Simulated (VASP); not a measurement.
# Ag (P6_3/mmc) in VASP: notebook

Ag is run at these levels: RPBE; tasks: single point.

Program: VASP 6.6.1. These are calculated values, not measurements. Logs are shortened: lines on timing, memory, paths and dates and some standing lists are left out, and cuts for length are marked.

**1. The cell of the first run**

The structure is hexagonal, space group P6_3/mmc (No. 194). The conventional cell has a = 3.107 Å, b = 3.107 Å, c = 5.025 Å, α = 90.00°, β = 90.00°, γ = 120.00°. Ag (site symmetry -6m2) has 12 Ag at 3.09 to 3.11 Å within 4.1 Å.

**2. Single point, RPBE (volume scaled by 1.12)**

Input file INCAR:

```
SYSTEM = Ag
PREC = Accurate
ENCUT = 520
EDIFF = 1E-7
ISMEAR = -1
SIGMA = 0.1
LREAL = .FALSE.
LASPH = .TRUE.
NELM = 100
ALGO = Normal
ISIF = 2
LWAVE = .FALSE.
LCHARG = .TRUE.
GGA = RP
LELF = .TRUE.
LVHAR = .TRUE.
NBANDS = 18
```

Input file KPOINTS:

```
Automatic mesh
0
G
  14 14 8
  0 0 0
```

Input file POSCAR:

```
Ag
1.0
    3.1071509046      0.0000000000      0.0000000000
   -1.5535754523      2.6908716168      0.0000000000
    0.0000000000      0.0000000000      5.0246734500
Ag
2
Direct
    0.3333333333      0.6666666667      0.2500000000
    0.6666666667      0.3333333333      0.7500000000
```

Potentials or basis: VASP PAW PBE potentials, release 64 (Ag).

Run with:

```sh
> cat potpaw_PBE.64/Ag/POTCAR > POTCAR
> mpirun -np 1 vasp_std > vasp.out
```

OUTCAR:

```text
SYSTEM = Ag
   PREC = Accurate
   ENCUT = 520
   EDIFF = 1E-7
   ISMEAR = -1
   LREAL = .FALSE.
   LASPH = .TRUE.
   NELM = 100
   ISIF = 2
   GGA = RP

 ion  position               nearest neighbor table
   1  0.333  0.667  0.250-   2 3.09   2 3.09   2 3.09   2 3.09   2 3.09   2 3.09
   2  0.667  0.333  0.750-   1 3.09   1 3.09   1 3.09   1 3.09   1 3.09   1 3.09

  LATTYP: Found a hexagonal cell.
 ALAT       =     3.1071509046
 C/A-ratio  =     1.6171320944

  Lattice vectors:

 A1 = (   3.1071509046,   0.0000000000,   0.0000000000)
 A2 = (  -1.5535754523,   2.6908716168,   0.0000000000)
 A3 = (   0.0000000000,   0.0000000000,   5.0246734500)

Analysis of symmetry for initial positions (statically):
=====================================================================
 Subroutine PRICEL returns:
 Original cell was already a primitive cell.

 Routine SETGRP: Setting up the symmetry group for a
 hexagonal supercell.

 Subroutine GETGRP returns: Found 24 space group operations
 (whereof 12 operations were pure point group operations)
 out of a pool of 24 trial point group operations.

The static configuration has the point symmetry D_3d.
 The point group associated with its full space group is D_6h.

Analysis of symmetry for dynamics (positions and initial velocities):
=====================================================================
 Subroutine PRICEL returns:
 Original cell was already a primitive cell.

 Routine SETGRP: Setting up the symmetry group for a
 hexagonal supercell.

 Subroutine GETGRP returns: Found 24 space group operations
 (whereof 12 operations were pure point group operations)
 out of a pool of 24 trial point group operations.

The dynamic configuration has the point symmetry D_3d.
 The point group associated with its full space group is D_6h.

 Subroutine INISYM returns: Found 24 space group operations
 (whereof 12 operations are pure point group operations),
 and found     1 'primitive' translations

----------------------------------------------------------------------------------------

                                     Primitive cell

  volume of cell :      42.0110

  direct lattice vectors                    reciprocal lattice vectors
     3.107150905  0.000000000  0.000000000     0.321838247  0.185813398  0.000000000
    -1.553575452  2.690871617  0.000000000     0.000000000  0.371626797  0.000000000
     0.000000000  0.000000000  5.024673450     0.000000000  0.000000000  0.199017908

  length of vectors
     3.107150905  3.107150905  5.024673450     0.371626797  0.371626797  0.199017908

  position of ions in fractional coordinates (direct lattice)
     0.333333333  0.666666667  0.250000000
     0.666666667  0.333333333  0.750000000

  ion indices of the primitive-cell ions
   primitive index   ion index
                 1           1
                 2           2

----------------------------------------------------------------------------------------

 KPOINTS: Automatic mesh

Automatic generation of k-mesh.
 Grid dimensions read from file:
 generate k-points for:   14   14    8

 Generating k-lattice:

  Cartesian coordinates                     Fractional coordinates (reciprocal lattice)
     0.022988446  0.013272386  0.000000000     0.071428571  0.000000000  0.000000000
     0.000000000  0.026544771  0.000000000     0.000000000  0.071428571  0.000000000
     0.000000000  0.000000000  0.024877239     0.000000000  0.000000000  0.125000000

  Length of vectors
     0.026544771  0.026544771  0.024877239

  Shift w.r.t. Gamma in fractional coordinates (k-lattice)
     0.000000000  0.000000000  0.000000000

 Subroutine IBZKPT returns following result:
 ===========================================

 Found    120 irreducible k-points:

 Following reciprocal coordinates:
            Coordinates               Weight
  0.000000  0.000000  0.000000      1.000000
  0.071429 -0.000000  0.000000      6.000000
  0.142857  0.000000  0.000000      6.000000
  0.214286 -0.000000  0.000000      6.000000
  0.285714  0.000000  0.000000      6.000000
  0.357143  0.000000  0.000000      6.000000
[... 16 lines left out ...]
  0.285714  0.285714  0.000000      6.000000
  0.357143  0.285714  0.000000      6.000000
 [... further k-points ...]
   k-points           NKPTS =    120   k-points in BZ     NKDIM =    120   number of bands    NBANDS=     18
   number of dos      NEDOS =    301   number of ions     NIONS =      2
   total plane-waves  NPLWV =  23040
   dimension x,y,z NGX =    24 NGY =   24 NGZ =   40
   dimension x,y,z NGXF=    48 NGYF=   48 NGZF=   80
   ions per type =               2
   NGX,Y,Z   is equivalent  to a cutoff of  12.84, 12.84, 13.23 a.u.
   NGXF,Y,Z  is equivalent  to a cutoff of  25.68, 25.68, 26.47 a.u.
 SYSTEM =  Ag
   PREC   = accura    normal or accurate (medium, high low for compatibility)
   ISTART =      0    job   : 0-new  1-cont  2-samecut
   ICHARG =      2    charge: 1-file 2-atom 10-const
   ISPIN  =      1    spin polarized calculation?
   LNONCOLLINEAR =      F non collinear calculations
   LSORBIT =      F    spin-orbit coupling
   LASPH  =      T    aspherical Exc in radial PAW
   ENCUT  =  520.0 eV  38.22 Ry    6.18 a.u.   5.78  5.78  9.34*2*pi/ulx,y,z
   NELM   =    100;   NELMIN=  2; NELMDL= -5     # of ELM steps
   EDIFF  = 0.1E-06   stopping-criterion for ELM
   LREAL  =      F    real-space projection
   EDIFFG = 0.1E-05   stopping-criterion for IOM
   NSW    =      0    number of steps for IOM
   IBRION =     -1    ionic relax: 0-MD 1-quasi-New 2-CG
   NFREE  =      0    steps in history (QN), initial steepest desc. (CG)
   ISIF   =      2    stress and relaxation
   ISYM   =      2    0-nonsym 1-usesym 2-fastsym
   POTIM  = 0.5000    time-step for ionic-motion
   TEBEG  =    0.0;   TEEND  =   0.0 temperature during run
   PSTRESS=    0.0 pullay stress
   NELECT =      22.0000    total number of electrons
   NUPDOWN=      -1.0000    fix difference up-down
   EMIN   =  10.00;   EMAX   =-10.00  energy-range for DOS
   EFERMI =   0.00;   METHOD = LEGACY
   ISMEAR =    -1;   SIGMA  =   0.10  broadening in eV -4-tet -1-fermi 0-gaus
   EFERMI_NEDOS =   21; number of points for ismear=-14 and -15
   IALGO  =     38    algorithm
   IMIX   =      4    mixing-type and parameters
     AMIX     =   0.40;   BMIX     =  1.00
     AMIX_MAG =   1.60;   BMIX_MAG =  1.00
  volume/ion in A,a.u.               =      21.01       141.75
  Fermi-wavevector in a.u.,A,eV,Ry     =   1.319557  2.493600 23.690865  1.741229
  Thomas-Fermi vector in A             =   2.449446
   LORBIT       =      0    0 simple, 1 ext, 2 COOP (PROOUT), +10 PAW based schemes
   GGA     = RP    functional components
   LHFCALC =     F    Hartree Fock is set to
   AEXX    =    0.0000 exact exchange contribution
   IVDW    =     0    specifies the selected vdW correction
   LEPSILON=     F    determine dielectric tensor
   LRPA    =     F    only Hartree local field effects (RPA)
 non-spin polarized calculation
  energy-cutoff  :      520.00
  volume of cell :       42.01
 maximum number of plane-waves:      1146
 NGX is ok and might be reduce to    24
   NGX = 11   NGY = 11   NGZ = 19

 number of electron      21.9999999 magnetization

 Free energy of the ion-electron system (eV)
  ---------------------------------------------------
  ext. energy  EPLUGINS =         0.00000000
  ---------------------------------------------------
  free energy    TOTEN  =        -4.30759692 eV

  energy without entropy =       -4.28878449  energy(sigma->0) =       -4.29819070

 E-fermi :   6.0391     XC(G=0): -10.8552

 val. band max:        5.9049504252   @ k =   0.4286   0.0714   0.1250
 cond. band min:       6.0541403378   @ k =   0.1429   0.1429   0.2500
 fundamental gap:      0.1491899127
 Fermi energy:         6.0391404685

 k-point     1 :       0.0000    0.0000    0.0000
  band No.  band energies     occupation
      1      -0.3228      2.00000
      2       0.7420      2.00000
      3       1.8483      2.00000
      4       1.8914      2.00000
      5       1.8914      2.00000
      6       2.0563      2.00000
[... 10 lines left out ...]
     17      22.7368      0.00000
     18      22.8163      0.00000

 k-point     2 :       0.0714   -0.0000    0.0000
  band No.  band energies     occupation
      1      -0.2041      2.00000
      2       0.8010      2.00000
      3       1.7737      2.00000
      4       1.9435      2.00000
      5       1.9641      2.00000
      6       2.0405      2.00000
[... 10 lines left out ...]
     17      22.9280      0.00000
     18      23.1996      0.00000

 k-point     3 :       0.1429    0.0000    0.0000
  band No.  band energies     occupation
      1       0.1338      2.00000
      2       0.9469      2.00000
      3       1.6789      2.00000
      4       1.9783      2.00000
      5       2.0649      2.00000
      6       2.0924      2.00000
[... 10 lines left out ...]
     17      22.7699      0.00000
     18      23.2233      0.00000

 k-point     4 :       0.2143   -0.0000    0.0000
  band No.  band energies     occupation
      1       0.6041      2.00000
      2       1.0645      2.00000
      3       1.6705      2.00000
      4       1.7920      2.00000
      5       1.9567      2.00000
      6       2.0569      2.00000
[... 375 lines left out ...]
      4       1.7815      2.00000
      5       2.0061      2.00000
      6       2.0074      2.00000
[... 10 lines left out ...]
     17      15.6800      0.00000
     18      17.7196      0.00000

 k-point    23 :       0.2857    0.2857    0.0000
  band No.  band energies     occupation
      1       1.0742      2.00000
      2       1.3551      2.00000
      3       1.4068      2.00000
      4       1.7848      2.00000
      5       1.8433      2.00000
      6       1.9849      2.00000
[... 10 lines left out ...]
     17      16.1622      0.00000
     18      16.1704      0.00000

 k-point    24 :       0.3571    0.2857    0.0000
  band No.  band energies     occupation
      1       1.0533      2.00000
      2       1.3882      2.00000
      3       1.4455      2.00000
      4       1.8077      2.00000
      5       1.8226      2.00000
      6       1.9177      2.00000
[... 10 lines left out ...]
     17      15.2806      0.00000
     18      15.9880      0.00000

 [... further k-points ...]
[... 5 lines left out ...]
  --------------------------------------------------------------------------------------
  -------------------------------------------------------------------------------------
  Total       -1.5995410     -1.5995410     -1.5118843      0.0000000      0.0000000      0.0000000
  in kB      -61.0018188    -61.0018188    -57.6588485      0.0000000      0.0000000      0.0000000
  external PRESSURE =     -59.8874954 kB  Pullay stress =       0.0000000 kB

 VOLUME and BASIS-vectors are now :
 -----------------------------------------------------------------------------
  energy-cutoff  :      520.00
  volume of cell :       42.01
      direct lattice vectors                 reciprocal lattice vectors
     3.107150905  0.000000000  0.000000000     0.321838247  0.185813398  0.000000000
    -1.553575452  2.690871617  0.000000000     0.000000000  0.371626797  0.000000000
     0.000000000  0.000000000  5.024673450     0.000000000  0.000000000  0.199017908

 POSITION                                       TOTAL-FORCE (eV/Angst)
 -----------------------------------------------------------------------------------
     -0.00000      1.79391      1.25617         0.000000     -0.000000      0.000000
      1.55358      0.89696      3.76851        -0.000000      0.000000      0.000000
 -----------------------------------------------------------------------------------
    total drift:                                0.000000     -0.000000      0.000000

  FREE ENERGIE OF THE ION-ELECTRON SYSTEM (eV)
  ---------------------------------------------------
  free  energy   TOTEN  =        -4.3075969161 eV

  energy  without entropy=       -4.2887844931  energy(sigma->0) =       -4.29819070
```

It took 31 s on 1 thread of Intel Xeon 6975P-C (Granite Rapids), shared host; peak memory 0.21 GiB.

What came out:

```yaml
Free_energy: -4.3076 eV
Pressure: -6.0 GPa
Band_gap_on_the_k_mesh: zero (band 11 reaches 9.26 eV, above the bottom of band 12 at 2.77 eV)
```

Levels at points of the mesh, in eV from the Fermi level:
```csv
k point,band 9,band 10,band 11,band 12,band 13,band 14
"(0.00, 0.00, 0.00)",-3.78,-3.05,-3.05,0.18,2.70,14.83
"(0.50, 0.00, 0.00)",-2.92,-2.89,0.17,1.05,6.09,6.36
"(0.00, 0.00, 0.50)",-3.27,-3.27,-3.27,-3.27,9.84,9.84
"(0.50, 0.00, 0.50)",-2.92,-2.92,1.00,1.00,3.49,3.49
```

Caveat: the cell differs from its parent crystal (volume scaled by 1.12); the PAW data sets were made with another functional, which shifts forces and pressure a little.

**3. Single point, RPBE**

This run uses another cell than the first one, of 18.75 Å³/atom, 0.893 times its volume.

Input file INCAR:

```
ALGO = Normal ; EDIFF = 1E-6
ENCUT = 520 ; GGA = RP
ISIF = 2 ; ISMEAR = -1
LASPH = T ; LCHARG = F
LREAL = F ; LWAVE = F
NBANDS = 18 ; NELM = 80
PREC = Accurate ; SIGMA = 0.1
```

Input file KPOINTS:

```
k-points
0
Gamma
  20 20 11
```

Input file POSCAR:

```
Ag
1.0
    2.9919638267      0.0000000000      0.0000000000
   -1.4959819133      2.5911166811      0.0000000000
    0.0000000000      0.0000000000      4.8384007294
Ag
2
Direct
    0.3333333333      0.6666666667      0.2500000000
    0.6666666667      0.3333333333      0.7500000000
```

Potentials or basis: VASP PAW PBE potentials, release 64 (Ag).

Run with:

```sh
> cat potpaw_PBE.64/Ag/POTCAR > POTCAR
> mpirun -np 1 vasp_std > vasp.out
```

OUTCAR:

```text
EDIFF = 1E-6
   ENCUT = 520
   GGA = RP
   ISIF = 2
   ISMEAR = -1
   LASPH = T
   LREAL = F
   NELM = 80
   PREC = Accurate

 ion  position               nearest neighbor table
   1  0.333  0.667  0.250-   2 2.97   2 2.97   2 2.97   2 2.97   2 2.97   2 2.97
   2  0.667  0.333  0.750-   1 2.97   1 2.97   1 2.97   1 2.97   1 2.97   1 2.97

  LATTYP: Found a hexagonal cell.
 ALAT       =     2.9919638267
 C/A-ratio  =     1.6171320944

  Lattice vectors:

 A1 = (   2.9919638267,   0.0000000000,   0.0000000000)
 A2 = (  -1.4959819133,   2.5911166811,   0.0000000000)
 A3 = (   0.0000000000,   0.0000000000,   4.8384007294)

Analysis of symmetry for initial positions (statically):
=====================================================================
 Subroutine PRICEL returns:
 Original cell was already a primitive cell.

 Routine SETGRP: Setting up the symmetry group for a
 hexagonal supercell.

 Subroutine GETGRP returns: Found 24 space group operations
[... 155 lines left out ...]
   NGX = 11   NGY = 11   NGZ = 17

 number of electron      21.9999985 magnetization

 Free energy of the ion-electron system (eV)
  ---------------------------------------------------
  ext. energy  EPLUGINS =         0.00000000
  ---------------------------------------------------
  free energy    TOTEN  =        -4.40404165 eV

  energy without entropy =       -4.38702858  energy(sigma->0) =       -4.39553511

 E-fermi :   7.3711     XC(G=0): -11.5073

 val. band max:        7.3557956328   @ k =   0.1500   0.0500   0.1818
 cond. band min:       7.3834705498   @ k =   0.2000   0.1000   0.2727
 fundamental gap:      0.0276749170
 Fermi energy:         7.3711033511

 k-point     1 :       0.0000    0.0000    0.0000
  band No.  band energies     occupation
      1       0.2619      2.00000
      2       1.4872      2.00000
      3       2.8503      2.00000
      4       2.8972      2.00000
      5       2.8972      2.00000
      6       3.1026      2.00000
[... 481 lines left out ...]
      5       2.8758      2.00000
      6       3.0649      2.00000
[... 10 lines left out ...]
     17      21.1540      0.00000
     18      23.0476      0.00000

 [... further k-points ...]
[... 5 lines left out ...]
  --------------------------------------------------------------------------------------
  -------------------------------------------------------------------------------------
  Total       -0.1307877     -0.1307877      0.1339994     -0.0000000      0.0000000      0.0000000
  in kB       -5.5864040     -5.5864040      5.7235851     -0.0000000      0.0000000      0.0000000
  external PRESSURE =      -1.8164077 kB  Pullay stress =       0.0000000 kB

 VOLUME and BASIS-vectors are now :
 -----------------------------------------------------------------------------
  energy-cutoff  :      520.00
  volume of cell :       37.51
      direct lattice vectors                 reciprocal lattice vectors
     2.991963827  0.000000000  0.000000000     0.334228640  0.192966995  0.000000000
    -1.495981913  2.591116681  0.000000000     0.000000000  0.385933990  0.000000000
     0.000000000  0.000000000  4.838400729     0.000000000  0.000000000  0.206679863

 POSITION                                       TOTAL-FORCE (eV/Angst)
 -----------------------------------------------------------------------------------
     -0.00000      1.72741      1.20960         0.000000      0.000000      0.000000
      1.49598      0.86371      3.62880        -0.000000     -0.000000      0.000000
 -----------------------------------------------------------------------------------
    total drift:                               -0.000000      0.000000     -0.000000

  FREE ENERGIE OF THE ION-ELECTRON SYSTEM (eV)
  ---------------------------------------------------
  free  energy   TOTEN  =        -4.4040416507 eV

  energy  without entropy=       -4.3870285765  energy(sigma->0) =       -4.39553511
```

stdout:

```text
POSCAR found type information on POSCAR Ag
 POSCAR found :  1 types and       2 ions
 scaLAPACK will be used
 -----------------------------------------------------------------------------
|                                                                             |
|                                                                             |
|     You enforced a specific xc type in the INCAR file but a different       |
|     I HOPE YOU KNOW WHAT YOU ARE DOING!                                     |
|                                                                             |
 -----------------------------------------------------------------------------

 LDA part: xc-table for (Slater+PW92), standard interpolation
 POSCAR, INCAR and KPOINTS ok, starting setup
 FFT: planning ... GRIDC
 FFT: planning ... GRID_SOFT
 FFT: planning ... GRID
 WAVECAR not read
 entering main loop
```

Wall time 44 s (1 thread of Intel Xeon 6975P-C (Granite Rapids), shared host); peak memory 0.26 GiB.

What came out:

```
Free energy            : -4.4040 eV
Pressure               : -0.2 GPa
Band gap on the k mesh : zero (band 11 reaches 10.84 eV, above the bottom of band 12 at 4.03 eV)
```

Stress tensor (GPa, compression positive):
```
-0.56  0.00  0.00
 0.00 -0.56  0.00
 0.00  0.00  0.57
```

Caveat: the PAW data sets were made with another functional, which shifts forces and pressure a little.
